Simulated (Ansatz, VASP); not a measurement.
Be in VASP and in Ansatz

```
Be
1.0
     2.29950    0.00000    0.00000
    -1.14975    1.89186    0.00000
     0.00000    0.00000    3.60090
Be
2
Direct
  0.33333 0.66667 0.25000
  0.66667 0.33333 0.75000
```

Change from the starting cell: strain -0.0500 x Voigt [0, 1, 0, 0, 0, 0], atoms carried along.

Alike in both runs: task single point; functional r2SCAN; k mesh 24 × 24 × 14; occupations gaussian, width 0.15 eV; no spin polarisation.

```csv
,VASP,Ansatz
version,VASP 6.6.1,Ansatz 0.2.0
potentials or method,"VASP PAW PBE potentials, release 64 (Be), cutoff 520 eV","scalar-relativistic, plane waves, PAW"
valence electrons in the cell,4,4
```

VASP gave:

```
gap on the k mesh at the Fermi level (eV)                     : none
pressure (GPa)                                                : 1.4
traceless stress, the component that is largest in VASP (GPa) : 10.49
rms of the force components (eV/Å)                            : 0.085
```

Q: Which values does Ansatz return?

A: gap on the k mesh at the Fermi level (eV): none; pressure (GPa): 1.2; traceless stress, the component that is largest in VASP (GPa): 10.52; rms of the force components (eV/Å): 0.085.

VASP's potentials were made for PBE, not for r2SCAN. Atom by atom the forces differ by 0.000 eV/Å (rms over components). A gap of «none» marks a metal or a gap that the smearing closes. With one functional, cell and mesh, what is left measures potentials, basis and numerics.
